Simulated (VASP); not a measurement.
# Si (Fd-3m) in VASP: a series of runs, part 2 of 2

VASP 6.6.1. Earlier steps stand in the parts before.

**5. Single point, PBE**

This run uses another cell than the first one, of 18.42 Å³/atom, 0.852 times its volume.

The input, INCAR:

```
PREC = Accurate
ENCUT = 500
EDIFF = 1E-6
ISMEAR = 0
SIGMA = 0.01
LREAL = False
LASPH = True
NELM = 120
ALGO = Normal
ISIF = 2
LWAVE = False
LCHARG = True
GGA = PE
LELF = True
LVHAR = True
NBANDS = 11
GGA_COMPAT = False
```

The input, KPOINTS:

```
regular mesh
0
Gamma
  4 4 4
```

The input, POSCAR:

```
Si
1.0
    0.0000000000      2.6410649576      2.6410649576
    2.6410649576      0.0000000000      2.6410649576
    2.6410649576      2.6410649576      0.0000000000
Si
2
Direct
    0.0000000000      0.0000000000      0.0000000000
    0.2500000000      0.2500000000      0.2500000000
```

Potentials or basis: VASP PAW PBE potentials, release 64 (Si).

Command:

```
> cat potpaw_PBE.64/Si/POTCAR > POTCAR
> mpirun -np 1 vasp_std > vasp.out
```

OUTCAR:

```text
PREC = Accurate
   ENCUT = 500
   EDIFF = 1E-6
   ISMEAR = 0
   LREAL = False
   LASPH = True
   NELM = 120
   ISIF = 2
   GGA = PE

 ion  position               nearest neighbor table
   1  0.000  0.000  0.000-   2 2.29   2 2.29   2 2.29   2 2.29
   2  0.250  0.250  0.250-   1 2.29   1 2.29   1 2.29   1 2.29

  LATTYP: Found a face centered cubic cell.
 ALAT       =     5.2821299152

  Lattice vectors:

 A1 = (   0.0000000000,   2.6410649576,   2.6410649576)
[... 280 lines left out ...]

------------------------ aborting loop because EDIFF is reached ----------------------------------------

  FORCE on cell =-STRESS in cart. coord.  units (eV):
  Direction    XX          YY          ZZ          XY          YZ          ZX
  --------------------------------------------------------------------------------------
  -------------------------------------------------------------------------------------
  Total        2.8696627      2.8696627      2.8696627      0.0000000      0.0000000     -0.0000000
  in kB      124.7883919    124.7883919    124.7883919      0.0000000      0.0000000     -0.0000000
  external PRESSURE =     124.7883919 kB  Pullay stress =       0.0000000 kB

 VOLUME and BASIS-vectors are now :
 -----------------------------------------------------------------------------
  energy-cutoff  :      500.00
  volume of cell :       36.84
      direct lattice vectors                 reciprocal lattice vectors
     0.000000000  2.641064958  2.641064958    -0.189317570  0.189317570  0.189317570
     2.641064958  0.000000000  2.641064958     0.189317570 -0.189317570  0.189317570
     2.641064958  2.641064958  0.000000000     0.189317570  0.189317570 -0.189317570

 POSITION                                       TOTAL-FORCE (eV/Angst)
 -----------------------------------------------------------------------------------
      0.00000      0.00000      0.00000        -0.000000     -0.000000     -0.000000
      1.32053      1.32053      1.32053         0.000000      0.000000      0.000000
 -----------------------------------------------------------------------------------
    total drift:                                0.000000      0.000000     -0.000000

  FREE ENERGIE OF THE ION-ELECTRON SYSTEM (eV)
  ---------------------------------------------------
  free  energy   TOTEN  =       -10.5131960135 eV

  energy  without entropy=      -10.5131960135  energy(sigma->0) =      -10.51319601
```

OSZICAR:

```text
N       E                     dE             d eps       ncg     rms          rms(c)
DAV:   1     0.758347064740E+01    0.75835E+01   -0.31067E+03   176   0.556E+02
DAV:   2    -0.101602001507E+02   -0.17744E+02   -0.17031E+02   234   0.820E+01
DAV:   3    -0.107702939435E+02   -0.61009E+00   -0.60515E+00   214   0.128E+01
DAV:   4    -0.107750527423E+02   -0.47588E-02   -0.47583E-02   230   0.142E+00
DAV:   5    -0.107750890489E+02   -0.36307E-04   -0.36306E-04   209   0.120E-01    0.553E+00
DAV:   6    -0.105907008443E+02    0.18439E+00   -0.10931E-01   194   0.137E+00    0.341E+00
DAV:   7    -0.105112649940E+02    0.79436E-01   -0.20028E-01   194   0.198E+00    0.298E-01
DAV:   8    -0.105129362383E+02   -0.16712E-02   -0.77724E-03   194   0.491E-01    0.909E-02
DAV:   9    -0.105131611259E+02   -0.22489E-03   -0.19725E-04   210   0.883E-02    0.661E-02
DAV:  10    -0.105131957006E+02   -0.34575E-04   -0.31365E-05   206   0.322E-02    0.998E-03
DAV:  11    -0.105131960135E+02   -0.31286E-06   -0.22456E-06   194   0.795E-03
   1 F= -.10513196E+02 E0= -.10513196E+02  d E =-.507962E-69
```

stdout:

```text
POSCAR found type information on POSCAR Si
 POSCAR found :  1 types and       2 ions
 scaLAPACK will be used
 LDA part: xc-table for (Slater+PW92), standard interpolation
 POSCAR, INCAR and KPOINTS ok, starting setup
 FFT: planning ... GRIDC
 FFT: planning ... GRID_SOFT
 FFT: planning ... GRID
 WAVECAR not read
 entering main loop
```

Wall time 6.3 s (1 thread of AMD EPYC 7R13, shared host); peak memory 0.11 GiB.

What came out:

| Property | Result |
| --- | --- |
| Free energy | -10.5132 eV |
| Pressure | 12.5 GPa |
| Band gap on the k mesh | 0.51 eV, indirect (least direct gap 2.57 eV) |

Levels at points of the mesh, in eV from the valence-band top:
| k point | band 2 | band 3 | band 4 | band 5 | band 6 | band 7 |
| --- | --- | --- | --- | --- | --- | --- |
| (0.00, 0.00, 0.00) | 0.00 | 0.00 | 0.00 | 2.57 | 2.57 | 2.57 |
| (0.50, 0.00, 0.00) | -7.39 | -1.27 | -1.27 | 1.83 | 3.27 | 3.27 |
| (0.50, 0.50, 0.00) | -8.10 | -3.09 | -3.09 | 0.51 | 0.51 | 10.84 |

Caveat: the k points lie up to 0.52 Å⁻¹ apart. Expect the measured gap to be larger: semilocal functionals such as PBE lack the derivative discontinuity.

**6. Single point, PBE**

This run uses another cell than the first one, of 19.22 Å³/atom, 0.889 times its volume.

INCAR, as its differences from that of step 5:

```diff
@@ -11,6 +11,4 @@
 LWAVE = False
-LCHARG = True
+LCHARG = False
 GGA = PE
-LELF = True
-LVHAR = True
 NBANDS = 11
```

KPOINTS is that of step 5.

The input, POSCAR:

```
Si
1.0
    0.0000000000      2.6787995551      2.6787995551
    2.6787995551      0.0000000000      2.6787995551
    2.6787995551      2.6787995551      0.0000000000
Si
2
Direct
    0.0000000000      0.0000000000      0.0000000000
    0.2500000000      0.2500000000      0.2500000000
```

Potentials or basis: VASP PAW PBE potentials, release 64 (Si).

Command:

```
> cat potpaw_PBE.64/Si/POTCAR > POTCAR
> mpirun -np 1 vasp_std > vasp.out
```

OUTCAR:

```text
PREC = Accurate
   ENCUT = 500
   EDIFF = 1E-6
   ISMEAR = 0
   LREAL = False
   LASPH = True
   NELM = 120
   ISIF = 2
   GGA = PE

 ion  position               nearest neighbor table
   1  0.000  0.000  0.000-   2 2.32   2 2.32   2 2.32   2 2.32
   2  0.250  0.250  0.250-   1 2.32   1 2.32   1 2.32   1 2.32

  LATTYP: Found a face centered cubic cell.
 ALAT       =     5.3575991102

  Lattice vectors:

 A1 = (   0.0000000000,   2.6787995551,   2.6787995551)
 A2 = (   2.6787995551,   0.0000000000,   2.6787995551)
 A3 = (   2.6787995551,   2.6787995551,   0.0000000000)

Analysis of symmetry for initial positions (statically):
=====================================================================
 Subroutine PRICEL returns:
 Original cell was already a primitive cell.

 Routine SETGRP: Setting up the symmetry group for a
 face centered cubic supercell.

 Subroutine GETGRP returns: Found 48 space group operations
 (whereof 24 operations were pure point group operations)
 out of a pool of 48 trial point group operations.

The static configuration has the point symmetry T_d .
 The point group associated with its full space group is O_h .

Analysis of symmetry for dynamics (positions and initial velocities):
=====================================================================
 Subroutine PRICEL returns:
 Original cell was already a primitive cell.

 Routine SETGRP: Setting up the symmetry group for a
 face centered cubic supercell.

 Subroutine GETGRP returns: Found 48 space group operations
 (whereof 24 operations were pure point group operations)
 out of a pool of 48 trial point group operations.

The dynamic configuration has the point symmetry T_d .
 The point group associated with its full space group is O_h .

 Subroutine INISYM returns: Found 48 space group operations
 (whereof 24 operations are pure point group operations),
 and found     1 'primitive' translations

[... 104 lines left out ...]
   AEXX    =    0.0000 exact exchange contribution
   IVDW    =     0    specifies the selected vdW correction
   LEPSILON=     F    determine dielectric tensor
   LRPA    =     F    only Hartree local field effects (RPA)
 non-spin polarized calculation
 Gauss-broadening in eV      SIGMA  =   0.01
  energy-cutoff  :      500.00
  volume of cell :       38.45
 maximum number of plane-waves:       992
   NGX = 13   NGY = 13   NGZ = 13

 number of electron       8.0000000 magnetization

 Free energy of the ion-electron system (eV)
  ---------------------------------------------------
  ext. energy  EPLUGINS =         0.00000000
  ---------------------------------------------------
  free energy    TOTEN  =       -10.60977783 eV

  energy without entropy =      -10.60977783  energy(sigma->0) =      -10.60977783

 E-fermi :   6.3349     XC(G=0):  -9.5429

 val. band max:        6.2902962214   @ k =   0.0000   0.0000   0.0000
 cond. band min:       6.8974625138   @ k =   0.5000   0.5000   0.0000
 fundamental gap:      0.6071662924
 Fermi energy:         6.3349453834

 k-point     1 :       0.0000    0.0000    0.0000
  band No.  band energies     occupation
      1      -5.9615      2.00000
      2       6.2903      2.00000
      3       6.2903      2.00000
      4       6.2903      2.00000
      5       8.8521      0.00000
      6       8.8521      0.00000
      7       8.8521      0.00000
      8      10.1431      0.00000
      9      14.0062      0.00000
     10      14.0062      0.00000
     11      14.4106      0.00000
[... 85 lines left out ...]
 k-point     8 :      -0.2500    0.5000    0.2500
  band No.  band energies     occupation
      1      -1.4790      2.00000
      2      -1.4790      2.00000
      3       2.2502      2.00000
      4       2.2502      2.00000
      5      10.5406      0.00000
      6      10.5406      0.00000
      7      11.4206      0.00000
      8      11.4206      0.00000
      9      17.1153      0.00000
     10      17.1153      0.00000
     11      19.6649      0.00000

------------------------ aborting loop because EDIFF is reached ----------------------------------------

  FORCE on cell =-STRESS in cart. coord.  units (eV):
  Direction    XX          YY          ZZ          XY          YZ          ZX
  --------------------------------------------------------------------------------------
  -------------------------------------------------------------------------------------
  Total        1.6843424      1.6843424      1.6843424     -0.0000000      0.0000000     -0.0000000
  in kB       70.1924365     70.1924365     70.1924365     -0.0000000      0.0000000     -0.0000000
  external PRESSURE =      70.1924365 kB  Pullay stress =       0.0000000 kB

 VOLUME and BASIS-vectors are now :
 -----------------------------------------------------------------------------
  energy-cutoff  :      500.00
  volume of cell :       38.45
      direct lattice vectors                 reciprocal lattice vectors
     0.000000000  2.678799555  2.678799555    -0.186650770  0.186650770  0.186650770
     2.678799555  0.000000000  2.678799555     0.186650770 -0.186650770  0.186650770
     2.678799555  2.678799555  0.000000000     0.186650770  0.186650770 -0.186650770

 POSITION                                       TOTAL-FORCE (eV/Angst)
 -----------------------------------------------------------------------------------
      0.00000      0.00000      0.00000        -0.000000     -0.000000     -0.000000
      1.33940      1.33940      1.33940         0.000000      0.000000      0.000000
 -----------------------------------------------------------------------------------
    total drift:                                0.000000      0.000000     -0.000000

  FREE ENERGIE OF THE ION-ELECTRON SYSTEM (eV)
  ---------------------------------------------------
  free  energy   TOTEN  =       -10.6097778281 eV

  energy  without entropy=      -10.6097778281  energy(sigma->0) =      -10.60977783
```

OSZICAR:

```text
N       E                     dE             d eps       ncg     rms          rms(c)
DAV:   1     0.965305974672E+01    0.96531E+01   -0.30483E+03   176   0.551E+02
DAV:   2    -0.992099741815E+01   -0.19574E+02   -0.17922E+02   227   0.860E+01
DAV:   3    -0.108303443790E+02   -0.90935E+00   -0.90199E+00   234   0.160E+01
DAV:   4    -0.108401275211E+02   -0.97831E-02   -0.97823E-02   200   0.193E+00
DAV:   5    -0.108402039085E+02   -0.76387E-04   -0.76383E-04   236   0.183E-01    0.524E+00
DAV:   6    -0.106789889230E+02    0.16121E+00   -0.91096E-02   185   0.126E+00    0.322E+00
DAV:   7    -0.106077686744E+02    0.71220E-01   -0.17261E-01   197   0.186E+00    0.243E-01
DAV:   8    -0.106094953354E+02   -0.17267E-02   -0.73516E-03   203   0.473E-01    0.873E-02
DAV:   9    -0.106097427744E+02   -0.24744E-03   -0.22231E-04   217   0.916E-02    0.635E-02
DAV:  10    -0.106097773118E+02   -0.34537E-04   -0.31306E-05   200   0.320E-02    0.820E-03
DAV:  11    -0.106097778281E+02   -0.51633E-06   -0.23474E-06   203   0.809E-03
   1 F= -.10609778E+02 E0= -.10609778E+02  d E =-.581400E-12
```

Wall time 6.9 s (1 thread of AMD EPYC 7R13, shared host); peak memory 0.11 GiB.

What came out:

```yaml
Free_energy: -10.6098 eV
Pressure: 7.0 GPa
Band_gap_on_the_k_mesh: 0.61 eV, indirect (least direct gap 2.56 eV)
```

Caveat: the k points lie up to 0.51 Å⁻¹ apart. A k mesh can miss the band edges.

**7. Overview**

| cell | k mesh | gap on the mesh (eV) | pressure (GPa) |
| --- | --- | --- | --- |
| a = 3.940 Å, angles 60.0°, 2 atoms | 6 × 6 × 6 | 0.83 | -4.4 |
| a = 3.840 Å, angles 60.0°, 2 atoms | 2 × 2 × 2 | 0.60 | 9.8 |
| a = 3.735 Å, angles 60.0°, 2 atoms | 4 × 4 × 4 | 0.51 | 12.5 |
| a = 3.788 Å, angles 60.0°, 2 atoms | 4 × 4 × 4 | 0.61 | 7.0 |

Alike in all rows: task single point; level PBE; potentials or basis VASP PAW PBE potentials, release 64 (Si); no spin polarisation; cutoff (eV) 500; smearing gaussian 0.01 eV.

Caveats: some runs use coarse meshes.

Absolute energies hang on the potentials; compare differences alone.
